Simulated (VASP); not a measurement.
Here is a VASP 6.6.1 calculation.

INCAR

```
PREC     = Accurate       # precision mode
ENCUT    = 600            # plane-wave cutoff, eV
EDIFF    = 1E-7           # SCF threshold, eV
ISMEAR   = 0              # smearing method
SIGMA    = 0.1            # smearing width, eV
LREAL    = F              # projectors in reciprocal space
LASPH    = T              # aspherical terms in the spheres
NELM     = 150            # most SCF steps
ALGO     = Normal         # electronic algorithm
ISIF     = 3              # what is computed and relaxed
LWAVE    = F              # write WAVECAR
LCHARG   = F              # write CHGCAR
ISPIN    = 2              # spin polarisation
MAGMOM   = 2.71 0.54      # initial moments
LORBIT   = 11             # projections on sites
LMAXMIX  = 4              # l up to which the mixer works
GGA      = PS             # functional
IBRION   = 2              # ionic algorithm
NSW      = 100            # ionic steps
EDIFFG   = -0.01          # ionic threshold
```

File KPOINTS:

```
regular mesh
0
Gamma
  16 16 16
```

The input POSCAR:

```
CoO
1.0
    2.5580026086      0.0000000000      0.0000000000
    0.0000000000      2.5580026086      0.0000000000
    0.0000000000      0.0000000000      2.5580026086
Co O
1 1
Direct
    0.0000000000      0.0000000000      0.0000000000
    0.5000000000      0.5000000000      0.5000000000
```

Potentials or basis: VASP PAW PBE potentials, release 64 (Co, O).

Launch:

```bash
$ cat potpaw_PBE.64/Co/POTCAR potpaw_PBE.64/O/POTCAR > POTCAR
$ mpirun -np 1 vasp_std > vasp.out
```

Question: What does it give for the net moment?

Answer: 3.00 μB per cell.

Question: Predict the space group after relaxing (to 0.1 Å).

Answer: Pm-3m (No. 221).

Question: Predict the relaxed cell.

Answer: a = 2.570 Å, b = 2.570 Å, c = 2.570 Å, α = 90.00°, β = 90.00°, γ = 90.00°.

The path:
```tsv
step	energy change (eV)	largest force (eV/Å)	pressure (GPa)	volume (Å³)
1	0.0000	0.0000	3.44	16.74
2	-0.0009	0.0000	-2.60	17.18
3	-0.0026	0.0000	0.07	16.98
```

Caveat: the PAW data sets were made with another functional, which shifts forces and pressure a little; a cell with one magnetic atom can't hold antiferromagnetic order, which such compounds often take.
